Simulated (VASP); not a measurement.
# SiC5 (P3m1) in VASP: further runs, part 2 of 2

VASP 6.6.1. The steps go on from the part before.

### Step 4. Single point, r2SCAN (volume changed by +3%)

Contents of POSCAR:

```
SiC5
1.0
    2.7517095241      0.0000000000      0.0000000000
   -1.3758547620      2.3830503517      0.0000000000
    0.0000000000      0.0000000000      6.8119125663
C Si
5 1
Direct
    0.0000000000      0.0000000000     -0.0279056134
    0.6666666667      0.3333333333      0.6696755148
    0.3333333333      0.6666666667      0.3656409587
    0.6666666667      0.3333333333      0.8962861346
    0.3333333333      0.6666666667      0.5929510660
    0.0000000000      0.0000000000      0.2533519394
```

Contents of INCAR.step1:

```
SYSTEM = SiC5
  ALGO = Normal
  EDIFF = 1E-4
  ENCUT = 520
  GGA = PE
  ISMEAR = 0
  LASPH = .True.
  LCHARG = .False.
  LREAL = .False.
  LWAVE = .True.
  NBANDS = 21
  NELM = 100
  PREC = Accurate
  SIGMA = 0.01
```

Contents of INCAR.step2:

```
SYSTEM = SiC5
  ALGO = Normal
  EDIFF = 1E-6
  ENCUT = 520
  ISIF = 2
  ISMEAR = 0
  ISTART = 1
  LASPH = .True.
  LCHARG = .False.
  LMIXTAU = .True.
  LREAL = .False.
  LWAVE = .False.
  METAGGA = R2SCAN
  NBANDS = 21
  NELM = 100
  PREC = Accurate
  SIGMA = 0.01
```

Contents of KPOINTS:

```
k-points
0
Gamma
  9 9 4
  0 0 0
```

Potentials or basis: VASP PAW PBE potentials, release 64 (C, Si).

Launch:

```bash
cat potpaw_PBE.64/C/POTCAR potpaw_PBE.64/Si/POTCAR > POTCAR
cp INCAR.step1 INCAR
mpirun -np 1 vasp_std > vasp.out
cp INCAR.step2 INCAR
mpirun -np 1 vasp_std > vasp.out
```

OUTCAR:

```text
SYSTEM = SiC5
   EDIFF = 1E-6
   ENCUT = 520
   ISIF = 2
   ISMEAR = 0
   ISTART = 1
   LASPH = .True.
   LREAL = .False.
   METAGGA = R2SCAN
   NELM = 100
   PREC = Accurate

 ion  position               nearest neighbor table
   1  0.000  0.000  0.972-   4 1.67   4 1.67   4 1.67   6 1.92
   2  0.667  0.333  0.670-   4 1.54   5 1.67   5 1.67   5 1.67
   3  0.333  0.667  0.366-   5 1.55   6 1.76   6 1.76   6 1.76
   4  0.667  0.333  0.896-   2 1.54   1 1.67   1 1.67   1 1.67
   5  0.333  0.667  0.593-   3 1.55   2 1.67   2 1.67   2 1.67
   6  0.000  0.000  0.253-   3 1.76   3 1.76   3 1.76   1 1.92

  LATTYP: Found a hexagonal cell.
 ALAT       =     2.7517095241
 C/A-ratio  =     2.4755202199

  Lattice vectors:

 A1 = (   2.7517095241,   0.0000000000,   0.0000000000)
 A2 = (  -1.3758547620,   2.3830503517,   0.0000000000)
 A3 = (   0.0000000000,   0.0000000000,   6.8119125663)

Analysis of symmetry for initial positions (statically):
=====================================================================
 Subroutine PRICEL returns:
 Original cell was already a primitive cell.

 Routine SETGRP: Setting up the symmetry group for a
 hexagonal supercell.

 Subroutine GETGRP returns: Found  6 space group operations
 (whereof  6 operations were pure point group operations)
 out of a pool of 24 trial point group operations.

The static configuration has the point symmetry C_3v.

Analysis of symmetry for dynamics (positions and initial velocities):
=====================================================================
 Subroutine PRICEL returns:
 Original cell was already a primitive cell.

 Routine SETGRP: Setting up the symmetry group for a
 hexagonal supercell.

 Subroutine GETGRP returns: Found  6 space group operations
 (whereof  6 operations were pure point group operations)
 out of a pool of 24 trial point group operations.

The dynamic configuration has the point symmetry C_3v.

 Subroutine INISYM returns: Found  6 space group operations
 (whereof  6 operations are pure point group operations),
 and found     1 'primitive' translations

----------------------------------------------------------------------------------------

                                     Primitive cell

  volume of cell :      44.6689

  direct lattice vectors                    reciprocal lattice vectors
     2.751709524  0.000000000  0.000000000     0.363410451  0.209815122  0.000000000
    -1.375854762  2.383050352  0.000000000     0.000000000  0.419630244  0.000000000
     0.000000000  0.000000000  6.811912566     0.000000000  0.000000000  0.146801649

  length of vectors
     2.751709524  2.751709524  6.811912566     0.419630244  0.419630244  0.146801649

  position of ions in fractional coordinates (direct lattice)
     0.000000000  0.000000000  0.972094387
     0.666666667  0.333333333  0.669675515
     0.333333333  0.666666667  0.365640959
     0.666666667  0.333333333  0.896286135
     0.333333333  0.666666667  0.592951066
     0.000000000  0.000000000  0.253351939

  ion indices of the primitive-cell ions
   primitive index   ion index
                 1           1
                 2           2
                 3           3
                 4           4
                 5           5
                 6           6

----------------------------------------------------------------------------------------

 KPOINTS: k-points

Automatic generation of k-mesh.
 Grid dimensions read from file:
 generate k-points for:    9    9    4

 Generating k-lattice:

  Cartesian coordinates                     Fractional coordinates (reciprocal lattice)
     0.040378939  0.023312791  0.000000000     0.111111111 -0.000000000  0.000000000
     0.000000000  0.046625583  0.000000000     0.000000000  0.111111111  0.000000000
     0.000000000  0.000000000  0.036700412     0.000000000  0.000000000  0.250000000

  Length of vectors
     0.046625583  0.046625583  0.036700412

  Shift w.r.t. Gamma in fractional coordinates (k-lattice)
     0.000000000  0.000000000  0.000000000

 Subroutine IBZKPT returns following result:
 ===========================================

 Found     43 irreducible k-points:

 Following reciprocal coordinates:
            Coordinates               Weight
  0.000000  0.000000  0.000000      1.000000
  0.111111 -0.000000  0.000000      6.000000
  0.222222  0.000000  0.000000      6.000000
  0.333333  0.000000  0.000000      6.000000
  0.444444  0.000000  0.000000      6.000000
  0.111111  0.111111  0.000000      6.000000
[... 16 lines left out ...]
  0.222222  0.111111  0.250000     12.000000
 -0.111111  0.333333  0.250000     12.000000
 [... further k-points ...]
   k-points           NKPTS =     43   k-points in BZ     NKDIM =     43   number of bands    NBANDS=     21
   number of dos      NEDOS =    301   number of ions     NIONS =      6
   total plane-waves  NPLWV =  21600
   dimension x,y,z NGX =    20 NGY =   20 NGZ =   54
   dimension x,y,z NGXF=    40 NGYF=   40 NGZF=  108
   ions per type =               5   1
   NGX,Y,Z   is equivalent  to a cutoff of  12.08, 12.08, 13.18 a.u.
   NGXF,Y,Z  is equivalent  to a cutoff of  24.17, 24.17, 26.36 a.u.
 SYSTEM =  SiC5
   PREC   = accura    normal or accurate (medium, high low for compatibility)
   ISTART =      1    job   : 0-new  1-cont  2-samecut
   ICHARG =      0    charge: 1-file 2-atom 10-const
   ISPIN  =      1    spin polarized calculation?
   LNONCOLLINEAR =      F non collinear calculations
   LSORBIT =      F    spin-orbit coupling
   LASPH  =      T    aspherical Exc in radial PAW
   ENCUT  =  520.0 eV  38.22 Ry    6.18 a.u.   5.12  5.12 12.67*2*pi/ulx,y,z
   NELM   =    100;   NELMIN=  2; NELMDL=  0     # of ELM steps
   EDIFF  = 0.1E-05   stopping-criterion for ELM
   LREAL  =      F    real-space projection
   EDIFFG = 0.1E-04   stopping-criterion for IOM
   NSW    =      0    number of steps for IOM
   IBRION =     -1    ionic relax: 0-MD 1-quasi-New 2-CG
   NFREE  =      0    steps in history (QN), initial steepest desc. (CG)
   ISIF   =      2    stress and relaxation
   ISYM   =      2    0-nonsym 1-usesym 2-fastsym
   POTIM  = 0.5000    time-step for ionic-motion
   TEBEG  =    0.0;   TEEND  =   0.0 temperature during run
   PSTRESS=    0.0 pullay stress
   NELECT =      24.0000    total number of electrons
   NUPDOWN=      -1.0000    fix difference up-down
   EMIN   =  10.00;   EMAX   =-10.00  energy-range for DOS
   EFERMI =   0.00;   METHOD = LEGACY
   ISMEAR =     0;   SIGMA  =   0.01  broadening in eV -4-tet -1-fermi 0-gaus
   EFERMI_NEDOS =   21; number of points for ismear=-14 and -15
   IALGO  =     38    algorithm
   IMIX   =      4    mixing-type and parameters
     AMIX     =   0.40;   BMIX     =  1.00
     AMIX_MAG =   1.60;   BMIX_MAG =  1.00
  volume/ion in A,a.u.               =       7.44        50.24
  Fermi-wavevector in a.u.,A,eV,Ry     =   1.330894  2.515026 24.099729  1.771280
  Thomas-Fermi vector in A             =   2.459947
   LORBIT       =      0    0 simple, 1 ext, 2 COOP (PROOUT), +10 PAW based schemes
   METAGGA = R2SCAN    functional components
   LHFCALC =     F    Hartree Fock is set to
   AEXX    =    0.0000 exact exchange contribution
   IVDW    =     0    specifies the selected vdW correction
   LEPSILON=     F    determine dielectric tensor
   LRPA    =     F    only Hartree local field effects (RPA)
 non-spin polarized calculation
 Gauss-broadening in eV      SIGMA  =   0.01
  energy-cutoff  :      520.00
  volume of cell :       44.67
 maximum number of plane-waves:      1218
   NGX = 11   NGY = 11   NGZ = 25

 number of electron      24.0000002 magnetization

 Free energy of the ion-electron system (eV)
  ---------------------------------------------------
  ext. energy  EPLUGINS =         0.00000000
  ---------------------------------------------------
  free energy    TOTEN  =       -55.59741216 eV

  energy without entropy =      -55.59741216  energy(sigma->0) =      -55.59741216

 E-fermi :   9.4902     XC(G=0): -13.0651

 val. band max:        9.4397159298   @ k =   0.0000   0.0000   0.0000
 cond. band min:      11.2801080744   @ k =   0.4444   0.0000   0.0000
 fundamental gap:      1.8403921446
 Fermi energy:         9.4902451536

 k-point     1 :       0.0000    0.0000    0.0000
  band No.  band energies     occupation
      1     -11.3490      2.00000
      2      -8.8489      2.00000
      3      -7.6679      2.00000
      4      -0.7717      2.00000
      5       0.6736      2.00000
      6       5.8084      2.00000
[... 565 lines left out ...]
     20      19.1822      0.00000
     21      20.0912      0.00000

 [... further k-points ...]
[... 5 lines left out ...]
  --------------------------------------------------------------------------------------
  -------------------------------------------------------------------------------------
  Total       -2.3710675     -2.3710675     -2.8070323     -0.0000000      0.0000000      0.0000000
  in kB      -85.0451636    -85.0451636   -100.6822994     -0.0000000      0.0000000      0.0000000
  external PRESSURE =     -90.2575422 kB  Pullay stress =       0.0000000 kB

 VOLUME and BASIS-vectors are now :
 -----------------------------------------------------------------------------
  energy-cutoff  :      520.00
  volume of cell :       44.67
      direct lattice vectors                 reciprocal lattice vectors
     2.751709524  0.000000000  0.000000000     0.363410451  0.209815122  0.000000000
    -1.375854762  2.383050352  0.000000000     0.000000000  0.419630244  0.000000000
     0.000000000  0.000000000  6.811912566     0.000000000  0.000000000  0.146801649

 POSITION                                       TOTAL-FORCE (eV/Angst)
 -----------------------------------------------------------------------------------
      0.00000      0.00000      6.62182         0.000000     -0.000000      0.072339
      1.37585      0.79435      4.56177        -0.000000     -0.000000      0.093808
     -0.00000      1.58870      2.49071        -0.000000      0.000000     -0.235235
      1.37585      0.79435      6.10542         0.000000     -0.000000     -0.128256
     -0.00000      1.58870      4.03913         0.000000     -0.000000     -0.102239
      0.00000      0.00000      1.72581         0.000000     -0.000000      0.299583
 -----------------------------------------------------------------------------------
    total drift:                                0.000000     -0.000000      0.000369

  FREE ENERGIE OF THE ION-ELECTRON SYSTEM (eV)
  ---------------------------------------------------
  free  energy   TOTEN  =       -55.5974121621 eV

  energy  without entropy=      -55.5974121621  energy(sigma->0) =      -55.59741216
```

Run time: 2.9 min. Hardware: 1 thread of AMD EPYC 9R45 (Zen 5), shared host; peak memory 0.14 GiB.

What came out:

| Item | Value |
| --- | --- |
| Free energy | -55.5974 eV |
| Pressure | -9.0 GPa |
| Largest force | 0.300 eV/Å |
| Band gap on the k mesh | 1.84 eV, indirect (least direct gap 3.66 eV) |

Forces in eV/Å, atoms in the order of the input:
```
C    0.000  0.000  0.072
C    0.000  0.000  0.094
C    0.000  0.000 -0.235
C    0.000  0.000 -0.128
C    0.000  0.000 -0.102
Si   0.000  0.000  0.300
```

Caveat: the PAW data sets were made with another functional, which shifts forces and pressure a little. A k mesh can miss the band edges.

### Step 5. Single point, r2SCAN (volume changed by +6%)

POSCAR: that of step 4 with these lines changed.

```diff
@@ -2,5 +2,5 @@
 1.0
-    2.7517095241      0.0000000000      0.0000000000
-   -1.3758547620      2.3830503517      0.0000000000
-    0.0000000000      0.0000000000      6.8119125663
+    2.7781698927      0.0000000000      0.0000000000
+   -1.3890849464      2.4059657031      0.0000000000
+    0.0000000000      0.0000000000      6.8774157440
 C Si
```

Contents of INCAR.step1:

```
SYSTEM = SiC5
PREC = Accurate ; ENCUT = 520
ISMEAR = 0 ; SIGMA = 0.01
LREAL = .FALSE. ; LASPH = .TRUE.
NELM = 60 ; NBANDS = 21
GGA = PE ; ALGO = Normal
EDIFF = 1E-4 ; LWAVE = .TRUE.
LCHARG = .FALSE.
```

Contents of INCAR.step2:

```
SYSTEM = SiC5
PREC = Accurate ; ENCUT = 520
EDIFF = 1E-6 ; ISMEAR = 0
SIGMA = 0.01 ; LREAL = .FALSE.
LASPH = .TRUE. ; NELM = 60
ALGO = Normal ; ISIF = 2
LWAVE = .FALSE. ; LCHARG = .FALSE.
METAGGA = R2SCAN ; LMIXTAU = .TRUE.
NBANDS = 21 ; ISTART = 1
```

Contents of KPOINTS:

```
regular mesh
0
G
  9 9 4
  0 0 0
```

Potentials or basis: VASP PAW PBE potentials, release 64 (C, Si).

Launch:

```bash
cat potpaw_PBE.64/C/POTCAR potpaw_PBE.64/Si/POTCAR > POTCAR
cp INCAR.step1 INCAR
mpirun -np 1 vasp_std > vasp.out
cp INCAR.step2 INCAR
mpirun -np 1 vasp_std > vasp.out
```

OUTCAR:

```text
SYSTEM = SiC5
   PREC = Accurate
   ENCUT = 520
   EDIFF = 1E-6
   ISMEAR = 0
   LREAL = .FALSE.
   LASPH = .TRUE.
   NELM = 60
   ISIF = 2
   METAGGA = R2SCAN
   ISTART = 1

 ion  position               nearest neighbor table
   1  0.000  0.000  0.972-   4 1.69   4 1.69   4 1.69   6 1.93
   2  0.667  0.333  0.670-   4 1.56   5 1.69   5 1.69   5 1.69
   3  0.333  0.667  0.366-   5 1.56   6 1.78   6 1.78   6 1.78
   4  0.667  0.333  0.896-   2 1.56   1 1.69   1 1.69   1 1.69
   5  0.333  0.667  0.593-   3 1.56   2 1.69   2 1.69   2 1.69
   6  0.000  0.000  0.253-   3 1.78   3 1.78   3 1.78   1 1.93

  LATTYP: Found a hexagonal cell.
 ALAT       =     2.7781698927
 C/A-ratio  =     2.4755202200

  Lattice vectors:

 A1 = (   2.7781698927,   0.0000000000,   0.0000000000)
 A2 = (  -1.3890849464,   2.4059657031,   0.0000000000)
 A3 = (   0.0000000000,   0.0000000000,   6.8774157440)

Analysis of symmetry for initial positions (statically):
=====================================================================
 Subroutine PRICEL returns:
 Original cell was already a primitive cell.

 Routine SETGRP: Setting up the symmetry group for a
 hexagonal supercell.
[... 173 lines left out ...]

  energy without entropy =      -55.49166222  energy(sigma->0) =      -55.49166222

 E-fermi :   9.1482     XC(G=0): -12.9215

 val. band max:        9.0622709464   @ k =   0.0000   0.0000   0.0000
 cond. band min:      10.9068027457   @ k =   0.4444   0.0000   0.0000
 fundamental gap:      1.8445317994
 Fermi energy:         9.1482300996

 k-point     1 :       0.0000    0.0000    0.0000
  band No.  band energies     occupation
      1     -11.3930      2.00000
      2      -8.9488      2.00000
      3      -7.7861      2.00000
      4      -0.9738      2.00000
      5       0.4321      2.00000
      6       5.5087      2.00000
[... 565 lines left out ...]
     20      18.5830      0.00000
     21      19.4011      0.00000

 [... further k-points ...]
[... 5 lines left out ...]
  --------------------------------------------------------------------------------------
  -------------------------------------------------------------------------------------
  Total       -4.6351372     -4.6351372     -5.4239118      0.0000000     -0.0000000     -0.0000000
  in kB     -161.5472854   -161.5472854   -189.0382520      0.0000000     -0.0000000     -0.0000000
  external PRESSURE =    -170.7109409 kB  Pullay stress =       0.0000000 kB

 VOLUME and BASIS-vectors are now :
 -----------------------------------------------------------------------------
  energy-cutoff  :      520.00
  volume of cell :       45.97
      direct lattice vectors                 reciprocal lattice vectors
     2.778169893  0.000000000  0.000000000     0.359949189  0.207816761  0.000000000
    -1.389084946  2.405965703  0.000000000     0.000000000  0.415633522  0.000000000
     0.000000000  0.000000000  6.877415744     0.000000000  0.000000000  0.145403453

 POSITION                                       TOTAL-FORCE (eV/Angst)
 -----------------------------------------------------------------------------------
      0.00000      0.00000      6.68550        -0.000000     -0.000000      0.097522
      1.38908      0.80199      4.60564         0.000000      0.000000      0.207573
     -0.00000      1.60398      2.51466        -0.000000      0.000000     -0.362167
      1.38908      0.80199      6.16413        -0.000000      0.000000     -0.278544
     -0.00000      1.60398      4.07797         0.000000     -0.000000     -0.202003
      0.00000      0.00000      1.74241         0.000000      0.000000      0.537619
 -----------------------------------------------------------------------------------
    total drift:                                0.000000     -0.000000      0.000646

  FREE ENERGIE OF THE ION-ELECTRON SYSTEM (eV)
  ---------------------------------------------------
  free  energy   TOTEN  =       -55.4916622233 eV

  energy  without entropy=      -55.4916622233  energy(sigma->0) =      -55.49166222
```

OUTCAR.step1:

```text
SYSTEM = SiC5
   PREC = Accurate
   ENCUT = 520
   ISMEAR = 0
   LREAL = .FALSE.
   LASPH = .TRUE.
   NELM = 60
[... 813 lines left out ...]
      1.38908      0.80199      6.16413         0.000000     -0.000000     -0.146606
     -0.00000      1.60398      4.07797         0.000000     -0.000000     -0.164636
      0.00000      0.00000      1.74241        -0.000000     -0.000000      0.180501
 -----------------------------------------------------------------------------------
    total drift:                               -0.000000      0.000000     -0.002506

  FREE ENERGIE OF THE ION-ELECTRON SYSTEM (eV)
  ---------------------------------------------------
  free  energy   TOTEN  =       -48.4426190773 eV

  energy  without entropy=      -48.4426190773  energy(sigma->0) =      -48.44261908
```

It took 3.3 min on 1 thread of AMD EPYC 9R45 (Zen 5), shared host; peak memory 0.15 GiB.

Results:

- Free energy: -55.4917 eV
- Pressure: -17.1 GPa
- Largest force: 0.538 eV/Å
- Band gap on the k mesh: 1.84 eV, indirect (least direct gap 3.58 eV)

Forces on the atoms (eV/Å):
```
C    0.000  0.000  0.098
C    0.000  0.000  0.208
C    0.000  0.000 -0.362
C    0.000  0.000 -0.279
C    0.000  0.000 -0.202
Si   0.000  0.000  0.538
```

Stress tensor (GPa, compression positive):
```
-16.15   0.00   0.00
  0.00 -16.15   0.00
  0.00   0.00 -18.90
```

Caveat: the PAW data sets were made with another functional, which shifts forces and pressure a little. A k mesh can miss the band edges.

### Step 6. Overview

```csv
level,cell,k mesh,gap on the mesh (eV),pressure (GPa),largest force (eV/Å)
r2SCAN,"a = 2.725, b = 2.725, c = 6.745 Å, angles 90.0, 90.0, 120.0°, 6 atoms",9 × 9 × 4,1.83,0.3,0.10
PBE,"a = 2.725, b = 2.725, c = 6.745 Å, angles 90.0, 90.0, 120.0°, 6 atoms",12 × 12 × 4,1.36,3.7,0.40
r2SCAN,"a = 2.752, b = 2.752, c = 6.812 Å, angles 90.0, 90.0, 120.0°, 6 atoms",9 × 9 × 4,1.84,-9.0,0.30
r2SCAN,"a = 2.778, b = 2.778, c = 6.877 Å, angles 90.0, 90.0, 120.0°, 6 atoms",9 × 9 × 4,1.84,-17.1,0.54
```

Alike in all rows: task single point; potentials or basis VASP PAW PBE potentials, release 64 (C, Si); no spin polarisation; cutoff (eV) 520; smearing gaussian 0.01 eV.

Caveats: the PAW data sets were made with another functional, which shifts forces and pressure a little (some runs).

Total energies depend on the potentials used, so only differences within one code and one set of settings carry meaning.
